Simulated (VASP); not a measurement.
## SnO: single point with PBE

Crystal: SnO.

```
Sn O
1.0
     4.09558    0.00000    0.00000
     0.00000    4.09558    0.00000
     0.00000    0.00000    4.16754
Sn O
2 2
Direct
  0.00000 0.50000 0.23850
  0.50000 0.00000 0.76150
  0.00000 0.00000 0.00000
  0.50000 0.50000 0.00000
```

This cell differs from its parent crystal: ratio of the length along z to the lengths across it x 0.8, volume and fractional coordinates fixed.

```yaml
Program: VASP 6.6.1
Task: single point
Functional: PBE
Potentials_or_basis: VASP PAW PBE potentials, release 64 (Sn_d, O)
Cutoff: 520 eV
k_mesh: 14 × 14 × 12
Occupations: gaussian, width 0.15 eV
Spin: no spin polarisation
Dipole_correction: no
Further_INCAR_settings: ALGO = Normal; EDIFF = 1e-06; NBANDS = 28
```

The pressure is 0.6 GPa and the largest force is 0.652 eV/Å. The band gap on the k mesh is 0.85 eV, indirect (least direct gap 1.31 eV).

Forces on the atoms (eV/Å):
```
Sn   0.000  0.000  0.652
Sn   0.000  0.000 -0.652
O    0.000  0.000  0.000
O    0.000  0.000  0.000
```

Stress tensor (GPa, compression positive):
```
-2.56  0.00  0.00
 0.00 -2.56  0.00
 0.00  0.00  7.00
```

Levels at points of the mesh, in eV from the valence-band top:
```csv
k point,band 16,band 17,band 18,band 19,band 20,band 21,band 22,band 23,band 24,band 25
"(0.00, 0.00, 0.00)",-5.51,-2.83,-2.83,-2.37,-0.57,2.55,5.05,5.05,5.93,7.34
"(0.50, 0.00, 0.00)",-4.26,-3.48,-3.48,-1.34,-1.34,4.06,4.06,6.10,6.10,6.53
"(0.50, 0.50, 0.00)",-3.53,-2.11,-2.11,-0.58,-0.58,0.85,0.85,6.31,6.31,7.88
"(0.00, 0.00, 0.50)",-2.81,-2.81,-2.65,-2.39,-0.26,1.09,2.79,3.18,3.18,8.85
"(0.50, 0.00, 0.50)",-4.61,-4.12,-4.12,-0.59,-0.59,3.21,3.21,5.38,5.38,6.99
"(0.50, 0.50, 0.50)",-4.41,-2.12,-2.12,-2.11,-2.11,3.79,3.79,5.20,5.20,5.30
```

Wall time 2.8 min on 1 thread of Intel(R) Xeon(R) 6975P-C (Granite Rapids) (shared host), peak memory 0.47 GiB.

Caveat: spin-orbit coupling is left out, which moves the levels of the heavy elements. A k mesh can miss the band edges.
